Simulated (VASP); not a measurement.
# As7Ir (P6/mmm) in VASP: further runs

The runs below take As7Ir through single point, with PBE.

All numbers are computed with VASP 6.6.1; they aren't measurements. Logs are shortened: lines on timing, memory, paths and dates and some standing lists are left out, and cuts for length are marked.

## Step 1: The cell of the first run

The structure is hexagonal, space group P6/mmm (No. 191). Conventional cell: a = 7.969 Å, b = 7.969 Å, c = 4.602 Å, α = 90.00°, β = 90.00°, γ = 120.00°. As (site symmetry m2m) has 4 As at 2.33 to 2.82 Å within 3.1 Å. As (site symmetry 6/mmm) has 2 Ir at 2.30 Å and 6 As at 2.82 Å within 3.0 Å. Ir (site symmetry 6/mmm) has 2 As at 2.30 Å within 3.0 Å.

The cell was generated, and may not be a known phase.

## Step 2: Single point, PBE

The input, INCAR:

```
SYSTEM = As7Ir
PREC     = Accurate       ! precision mode
ENCUT    = 520            ! plane-wave cutoff, eV
EDIFF    = 1E-6           ! SCF threshold, eV
ISMEAR   = 0              ! smearing method
SIGMA    = 0.1            ! smearing width, eV
LREAL    = .False.        ! projectors in reciprocal space
LASPH    = .True.         ! aspherical terms in the spheres
NELM     = 100            ! most SCF steps
ALGO     = Normal         ! electronic algorithm
ISIF     = 2              ! what is computed and relaxed
LWAVE    = .False.        ! write WAVECAR
LCHARG   = .False.        ! write CHGCAR
GGA      = PE             ! functional
NBANDS   = 32             ! bands
```

The input, KPOINTS:

```
regular mesh
0
Gamma
  3 3 2
  0 0 0
```

The input, POSCAR:

```
As7Ir
1.0
    7.9686745700      0.0000000032      0.0000000000
   -3.9843372877      6.9010746105      0.0000000000
    0.0000000000      0.0000000000      4.6021295004
As Ir
7 1
Direct
    0.3539926889      0.0000000000      0.0000000000
    0.0000000000      0.3539926889      0.0000000000
    0.6460073111      0.6460073111      0.0000000000
    0.6460073111      0.0000000000      0.0000000000
    0.0000000000      0.6460073111      0.0000000000
    0.3539926889      0.3539926889      0.0000000000
    0.0000000000      0.0000000000      0.0000000000
    0.0000000000      0.0000000000      0.5000000000
```

Potentials or basis: VASP PAW PBE potentials, release 64 (As, Ir).

On the command line:

```
$ cat potpaw_PBE.64/As/POTCAR potpaw_PBE.64/Ir/POTCAR > POTCAR
$ mpirun -np 1 vasp_std > vasp.out
```

OUTCAR:

```text
SYSTEM = As7Ir
   PREC = Accurate
   ENCUT = 520
   EDIFF = 1E-6
   ISMEAR = 0
   LREAL = .False.
   LASPH = .True.
   NELM = 100
   ISIF = 2
   GGA = PE

 ion  position               nearest neighbor table
   1  0.354  0.000  0.000-   4 2.33   6 2.82   7 2.82   5 2.82
   2  0.000  0.354  0.000-   5 2.33   7 2.82   6 2.82   4 2.82
   3  0.646  0.646  0.000-   6 2.33   4 2.82   5 2.82   7 2.82
   4  0.646  0.000  0.000-   1 2.33   3 2.82   7 2.82   2 2.82
   5  0.000  0.646  0.000-   2 2.33   7 2.82   3 2.82   1 2.82
   6  0.354  0.354  0.000-   3 2.33   1 2.82   2 2.82   7 2.82
   7  0.000  0.000  0.000-   8 2.30   8 2.30   2 2.82   5 2.82   4 2.82   1 2.82   3 2.82   6 2.82

   8  0.000  0.000  0.500-   7 2.30   7 2.30

  LATTYP: Found a hexagonal cell.
 ALAT       =     7.9686745700
 C/A-ratio  =     0.5775276001

  Lattice vectors:

 A1 = (   7.9686745700,   0.0000000032,   0.0000000000)
 A2 = (  -3.9843372877,   6.9010746105,   0.0000000000)
 A3 = (   0.0000000000,   0.0000000000,   4.6021295004)

Analysis of symmetry for initial positions (statically):
=====================================================================
 Subroutine PRICEL returns:
 Original cell was already a primitive cell.

 Routine SETGRP: Setting up the symmetry group for a
 hexagonal supercell.

 Subroutine GETGRP returns: Found 24 space group operations
 (whereof 24 operations were pure point group operations)
 out of a pool of 24 trial point group operations.

The static configuration has the point symmetry D_6h.

Analysis of symmetry for dynamics (positions and initial velocities):
=====================================================================
 Subroutine PRICEL returns:
 Original cell was already a primitive cell.

 Routine SETGRP: Setting up the symmetry group for a
 hexagonal supercell.

 Subroutine GETGRP returns: Found 24 space group operations
 (whereof 24 operations were pure point group operations)
 out of a pool of 24 trial point group operations.

The dynamic configuration has the point symmetry D_6h.

 Subroutine INISYM returns: Found 24 space group operations
 (whereof 24 operations are pure point group operations),
 and found     1 'primitive' translations

----------------------------------------------------------------------------------------

                                     Primitive cell

  volume of cell :     253.0822

  direct lattice vectors                    reciprocal lattice vectors
     7.968674570  0.000000003  0.000000000     0.125491384  0.072452484  0.000000000
    -3.984337288  6.901074611  0.000000000    -0.000000000  0.144904969  0.000000000
     0.000000000  0.000000000  4.602129500     0.000000000  0.000000000  0.217290713

  length of vectors
     7.968674570  7.968674570  4.602129500     0.144904969  0.144904969  0.217290713

  position of ions in fractional coordinates (direct lattice)
     0.353992689  0.000000000  0.000000000
     0.000000000  0.353992689  0.000000000
     0.646007311  0.646007311  0.000000000
     0.646007311  0.000000000  0.000000000
     0.000000000  0.646007311  0.000000000
     0.353992689  0.353992689  0.000000000
     0.000000000  0.000000000  0.000000000
     0.000000000  0.000000000  0.500000000

  ion indices of the primitive-cell ions
   primitive index   ion index
                 1           1
                 2           2
                 3           3
                 4           4
                 5           5
                 6           6
                 7           7
                 8           8

----------------------------------------------------------------------------------------

 KPOINTS: regular mesh

Automatic generation of k-mesh.
 Grid dimensions read from file:
 generate k-points for:    3    3    2

 Generating k-lattice:

  Cartesian coordinates                     Fractional coordinates (reciprocal lattice)
     0.041830461  0.024150828  0.000000000     0.333333333 -0.000000000  0.000000000
    -0.000000000  0.048301656  0.000000000     0.000000000  0.333333333  0.000000000
[... 51 lines left out ...]
 cond. band min:       1.7522953936   @ k =   0.3333   0.0000   0.5000
 fundamental gap:      0.2939727402
 Fermi energy:         1.5996402512

 k-point     1 :       0.0000    0.0000    0.0000
  band No.  band energies     occupation
      1     -12.0097      2.00000
      2      -9.8602      2.00000
      3      -9.8602      2.00000
      4      -9.7758      2.00000
      5      -8.6204      2.00000
      6      -8.6204      2.00000
[... 24 lines left out ...]
     31       6.1135      0.00000
     32       6.6696      0.00000

 k-point     2 :       0.3333    0.0000    0.0000
  band No.  band energies     occupation
      1     -11.8022      2.00000
      2     -10.6088      2.00000
      3     -10.0832      2.00000
      4      -9.8301      2.00000
      5      -7.8692      2.00000
      6      -7.5817      2.00000
[... 24 lines left out ...]
     31       5.5914      0.00000
     32       6.0123      0.00000

 k-point     3 :       0.3333    0.3333    0.0000
  band No.  band energies     occupation
      1     -11.6342      2.00000
      2     -10.6745      2.00000
      3     -10.6745      2.00000
      4      -9.5184      2.00000
      5      -7.1636      2.00000
      6      -7.1636      2.00000
[... 24 lines left out ...]
     31       4.2697      0.00000
     32       5.6948      0.00000

 k-point     4 :       0.0000    0.0000    0.5000
  band No.  band energies     occupation
      1     -11.6798      2.00000
      2      -9.7920      2.00000
      3      -9.7920      2.00000
      4      -9.0987      2.00000
      5      -8.5754      2.00000
      6      -8.5754      2.00000
[... 24 lines left out ...]
     31       7.5311      0.00000
     32       7.7585      0.00000

 k-point     5 :       0.3333    0.0000    0.5000
  band No.  band energies     occupation
      1     -11.4198      2.00000
      2     -10.4710      2.00000
      3     -10.0202      2.00000
      4      -9.4658      2.00000
      5      -7.8211      2.00000
      6      -7.2546      2.00000
[... 24 lines left out ...]
     31       6.1444      0.00000
     32       6.6230      0.00000

 k-point     6 :       0.3333    0.3333    0.5000
  band No.  band energies     occupation
      1     -11.1329      2.00000
      2     -10.6083      2.00000
      3     -10.6083      2.00000
      4      -9.1990      2.00000
      5      -7.0975      2.00000
      6      -7.0975      2.00000
[... 24 lines left out ...]
     31       6.2229      0.00000
     32       6.2232      0.00000

------------------------ aborting loop because EDIFF is reached ----------------------------------------

  FORCE on cell =-STRESS in cart. coord.  units (eV):
  Direction    XX          YY          ZZ          XY          YZ          ZX
  --------------------------------------------------------------------------------------
  -------------------------------------------------------------------------------------
  Total        0.1379133      0.1379133      0.3833257      0.0000000      0.0000000     -0.0000000
  in kB        0.8730822      0.8730822      2.4267041      0.0000000      0.0000000     -0.0000000
  external PRESSURE =       1.3909562 kB  Pullay stress =       0.0000000 kB

 VOLUME and BASIS-vectors are now :
 -----------------------------------------------------------------------------
  energy-cutoff  :      520.00
  volume of cell :      253.08
      direct lattice vectors                 reciprocal lattice vectors
     7.968674570  0.000000003  0.000000000     0.125491384  0.072452484  0.000000000
    -3.984337288  6.901074611  0.000000000    -0.000000000  0.144904969  0.000000000
     0.000000000  0.000000000  4.602129500     0.000000000  0.000000000  0.217290713

 POSITION                                       TOTAL-FORCE (eV/Angst)
 -----------------------------------------------------------------------------------
      2.82085      0.00000      0.00000        -0.042426     -0.000000      0.000000
     -1.41043      2.44293      0.00000         0.021213     -0.036742     -0.000000
      2.57391      4.45814      0.00000         0.021213      0.036742      0.000000
      5.14782      0.00000      0.00000         0.042426      0.000000      0.000000
     -2.57391      4.45814      0.00000        -0.021213      0.036742      0.000000
      1.41043      2.44293      0.00000        -0.021213     -0.036742     -0.000000
      0.00000      0.00000      0.00000         0.000000      0.000000      0.000000
      0.00000      0.00000      2.30106         0.000000      0.000000      0.000000
 -----------------------------------------------------------------------------------
    total drift:                               -0.000000      0.000000     -0.000000

  FREE ENERGIE OF THE ION-ELECTRON SYSTEM (eV)
  ---------------------------------------------------
  free  energy   TOTEN  =       -34.2710385404 eV

  energy  without entropy=      -34.2672535532  energy(sigma->0) =      -34.26914605
```

Wall time 33 s (1 thread of Intel Xeon 6975P-C (Granite Rapids), shared host); peak memory 0.34 GiB.

What came out:

| Property | Result |
| --- | --- |
| Free energy | -34.2710 eV |
| Pressure | 0.1 GPa |
| Largest force | 0.042 eV/Å |
| Band gap on the k mesh | 0.29 eV (least direct gap 0.36 eV) |

Forces on the atoms (eV/Å):
```
As  -0.042  0.000  0.000
As   0.021 -0.037  0.000
As   0.021  0.037  0.000
As   0.042  0.000  0.000
As  -0.021  0.037  0.000
As  -0.021 -0.037  0.000
As   0.000  0.000  0.000
Ir   0.000  0.000  0.000
```

Caveat: the k points lie up to 0.68 Å⁻¹ apart; spin-orbit coupling is left out, which moves the levels of the heavy elements. A k mesh can miss the band edges.

## Step 3: Single point, PBE

This run uses another cell than the first one, of 31.41 Å³/atom.

The input, INCAR:

```
SYSTEM = As7Ir
ALGO = Normal ; EDIFF = 1E-6
ENCUT = 520 ; GGA = PE
ISIF = 2 ; ISMEAR = 0
LASPH = .True. ; LCHARG = .True.
LELF = .True. ; LREAL = .False.
LVHAR = .True. ; LWAVE = .False.
NBANDS = 32 ; NELM = 60
PREC = Accurate ; SIGMA = 0.1
```

The input, KPOINTS:

```
k-points
0
Gamma
  3 3 4
  0 0 0
```

The input, POSCAR:

```
As7Ir
1.0
    7.9739685550      0.0000000000      0.0000000000
   -3.9869842775      6.9056593376      0.0000000000
    0.0000000000      0.0000000000      4.5634112282
As Ir
7 1
Direct
    0.3538981542      0.0000000000      0.0000000000
    0.0000000000      0.3538981542      0.0000000000
    0.6461018458      0.6461018458      0.0000000000
    0.6461018458      0.0000000000      0.0000000000
    0.0000000000      0.6461018458      0.0000000000
    0.3538981542      0.3538981542      0.0000000000
    0.0000000000      0.0000000000      0.0000000000
    0.0000000000      0.0000000000      0.5000000000
```

Potentials or basis: VASP PAW PBE potentials, release 64 (As, Ir).

On the command line:

```
$ cat potpaw_PBE.64/As/POTCAR potpaw_PBE.64/Ir/POTCAR > POTCAR
$ mpirun -np 1 vasp_std > vasp.out
```

It took 48 s on 1 thread of Intel Xeon 6975P-C (Granite Rapids), shared host; peak memory 0.35 GiB.

It converged, with:

| Property | Result |
| --- | --- |
| Free energy | -34.7511 eV |
| Pressure | 0.2 GPa |
| Largest force | 0.053 eV/Å |
| Band gap on the k mesh | 0.20 eV (least direct gap 0.36 eV) |

Forces in eV/Å, atoms in the order of the input:
```
As  -0.053  0.000  0.000
As   0.027 -0.046  0.000
As   0.027  0.046  0.000
As   0.053  0.000  0.000
As  -0.027  0.046  0.000
As  -0.027 -0.046  0.000
As   0.000  0.000  0.000
Ir   0.000  0.000  0.000
```

Stress tensor (GPa, compression positive):
```
0.17 0.00 0.00
0.00 0.17 0.00
0.00 0.00 0.34
```

Levels at points of the mesh, in eV from the valence-band top:
```
           k point  band 20  band 21  band 22  band 23  band 24  band 25
(0.00, 0.00, 0.00)    -0.36    -0.36    -0.30     0.48     0.48     0.99
(0.00, 0.00, 0.50)    -0.17    -0.17    -0.10     0.57     0.57     0.99
```

Caveat: spin-orbit coupling is left out, which moves the levels of the heavy elements.

## Step 4: Single point, PBE

This run uses another cell than the first one, of 48.11 Å³/atom.

The input, INCAR:

```
SYSTEM = As7Ir
PREC     = Accurate       ! precision mode
ENCUT    = 520            ! plane-wave cutoff, eV
EDIFF    = 1E-6           ! SCF threshold, eV
ISMEAR   = 0              ! smearing method
SIGMA    = 0.1            ! smearing width, eV
LREAL    = .FALSE.        ! projectors in reciprocal space
LASPH    = .TRUE.         ! aspherical terms in the spheres
NELM     = 80             ! most SCF steps
ALGO     = Normal         ! electronic algorithm
ISIF     = 2              ! what is computed and relaxed
LWAVE    = .FALSE.        ! write WAVECAR
LCHARG   = .FALSE.        ! write CHGCAR
GGA      = PE             ! functional
NBANDS   = 32             ! bands
```

The input, KPOINTS:

```
Automatic mesh
0
G
  3 3 2
  0 0 0
```

The input, POSCAR:

```
As7Ir
1.0
    7.2654368500      0.0000000000      0.0000000000
   -3.6327184300      6.2920528800      0.0000000000
    0.0000000000      0.0000000000      8.4189508500
As Ir
7 1
Direct
    0.4092265400      0.0000000000      0.0000000000
    0.0000000000      0.4092265400      0.0000000000
    0.5907734600      0.5907734600      0.0000000000
    0.5907734600      0.0000000000      0.0000000000
    0.0000000000      0.5907734600      0.0000000000
    0.4092265400      0.4092265400      0.0000000000
    0.0000000000      0.0000000000      0.0000000000
    0.0000000000      0.0000000000      0.5000000000
```

On the command line:

```
$ cat potpaw_PBE.64/As/POTCAR potpaw_PBE.64/Ir/POTCAR > POTCAR
$ mpirun -np 1 vasp_std > vasp.out
```

Run time: 73 s. Hardware: 1 thread of Intel Xeon 6975P-C (Granite Rapids), shared host; peak memory 0.46 GiB.

Results (log left out):

```
Free energy            : 69.4591 eV
Pressure               : 76.9 GPa
Largest force          : 137.942 eV/Å
Band gap on the k mesh : zero (bands 22 and 23 overlap by 0.08 eV)
```

Forces in eV/Å, atoms in the order of the input:
```
As  -137.942    0.000    0.000
As    68.971 -119.461    0.000
As    68.971  119.461    0.000
As   137.942    0.000    0.000
As   -68.971  119.461    0.000
As   -68.971 -119.461    0.000
As     0.000    0.000    0.000
Ir     0.000    0.000    0.000
```

Stress tensor (GPa, compression positive):
```
116.48   0.00   0.00
  0.00 116.48   0.00
  0.00   0.00  -2.11
```

Levels at points of the mesh, in eV from the Fermi level:
```csv
k point,band 20,band 21,band 22,band 23,band 24,band 25,band 26,band 27
"(0.00, 0.00, 0.00)",-0.34,-0.22,-0.22,-0.12,-0.05,-0.05,0.39,0.39
"(0.00, 0.00, 0.50)",-0.24,-0.05,-0.05,-0.05,-0.05,0.19,0.19,0.29
```

Caveat: the k points lie up to 0.37 Å⁻¹ apart; atoms lie so close that the PAW spheres overlap strongly, which falsifies energies and pressures; spin-orbit coupling is left out, which moves the levels of the heavy elements; forces of over 1 eV/Å act on the atoms, so gaps and moduli don't describe the material at rest.

## Step 5: Single point, PBE

This run uses another cell than the first one, of 31.50 Å³/atom.

The input, INCAR:

```
SYSTEM = As7Ir
  ALGO = Normal
  EDIFF = 1E-6
  ENCUT = 520
  GGA = PE
  ISIF = 2
  ISMEAR = 0
  LASPH = .TRUE.
  LCHARG = .TRUE.
  LELF = .TRUE.
  LREAL = .FALSE.
  LVHAR = .TRUE.
  LWAVE = .FALSE.
  NBANDS = 32
  NELM = 60
  PREC = Accurate
  SIGMA = 0.01
```

The input, KPOINTS:

```
k-points
0
G
  6 6 8
  0 0 0
```

The input, POSCAR:

```
As7Ir
1.0
    7.9840396143      0.0000000000      0.0000000000
   -3.9920198071      6.9143811308      0.0000000000
    0.0000000000      0.0000000000      4.5642766878
As Ir
7 1
Direct
    0.3545864705      0.0000000000      0.0000000000
    0.0000000000      0.3545864705      0.0000000000
    0.6454135295      0.6454135295      0.0000000000
    0.6454135295      0.0000000000      0.0000000000
    0.0000000000      0.6454135295      0.0000000000
    0.3545864705      0.3545864705      0.0000000000
    0.0000000000      0.0000000000      0.0000000000
    0.0000000000      0.0000000000      0.5000000000
```

On the command line:

```
$ cat potpaw_PBE.64/As/POTCAR potpaw_PBE.64/Ir/POTCAR > POTCAR
$ mpirun -np 1 vasp_std > vasp.out
```

Run time: 2.8 min. Hardware: 1 thread of Intel Xeon 6975P-C (Granite Rapids), shared host; peak memory 0.49 GiB.

Results (log left out):

- Free energy: -34.7528 eV
- Pressure: 0.2 GPa
- Largest force: 0.048 eV/Å
- Band gap on the k mesh: zero (bands 22 and 23 overlap by 0.02 eV)

Forces on the atoms (eV/Å):
```
As  -0.048  0.000  0.000
As   0.024 -0.042  0.000
As   0.024  0.042  0.000
As   0.048  0.000  0.000
As  -0.024  0.042  0.000
As  -0.024 -0.042  0.000
As   0.000  0.000  0.000
Ir   0.000  0.000  0.000
```

Levels at points of the mesh, in eV from the Fermi level:
```tsv
k point	band 18	band 19	band 20	band 21	band 22	band 23	band 24	band 25	band 26	band 27
(0.00, 0.00, 0.00)	-0.63	-0.63	-0.47	-0.47	-0.40	0.42	0.42	0.96	0.96	0.98
(0.50, 0.00, 0.00)	-0.88	-0.68	-0.62	-0.51	-0.22	0.59	0.69	1.28	1.67	1.80
(0.00, 0.00, 0.50)	-1.03	-1.03	-0.29	-0.29	-0.19	0.51	0.51	0.94	0.94	0.98
(0.50, 0.00, 0.50)	-1.28	-1.08	-1.00	-0.83	-0.27	0.33	1.17	1.43	1.47	1.93
```

Caveat: spin-orbit coupling is left out, which moves the levels of the heavy elements.

## Step 6: Overview

| cell | k mesh | smearing | gap on the mesh (eV) | pressure (GPa) | largest force (eV/Å) |
| --- | --- | --- | --- | --- | --- |
| a = 7.969, b = 7.969, c = 4.602 Å, angles 90.0, 90.0, 120.0°, 8 atoms, atomic positions A | 3 × 3 × 2 | gaussian 0.1 eV | 0.29 | 0.1 | 0.04 |
| a = 7.974, b = 7.974, c = 4.563 Å, angles 90.0, 90.0, 120.0°, 8 atoms, atomic positions B | 3 × 3 × 4 | gaussian 0.1 eV | 0.20 | 0.2 | 0.05 |
| a = 7.265, b = 7.265, c = 8.419 Å, angles 90.0, 90.0, 120.0°, 8 atoms, atomic positions C | 3 × 3 × 2 | gaussian 0.1 eV | none | 76.9 | 137.94 |
| a = 7.984, b = 7.984, c = 4.564 Å, angles 90.0, 90.0, 120.0°, 8 atoms, atomic positions D | 6 × 6 × 8 | gaussian 0.01 eV | none | 0.2 | 0.05 |

Alike in all rows: task single point; level PBE; potentials or basis VASP PAW PBE potentials, release 64 (As, Ir); no spin polarisation; cutoff (eV) 520.

Caveats: some runs use coarse meshes; spin-orbit coupling is left out, which moves the levels of the heavy elements; atoms lie so close that the PAW spheres overlap strongly, which falsifies energies and pressures (at least some runs); forces of over 1 eV/Å act on the atoms, so gaps and moduli don't describe the material at rest (at least some runs).

Absolute energies hang on the potentials; compare differences alone.

The gap in the log of VASP goes by the Fermi energy; the results here count the filled bands.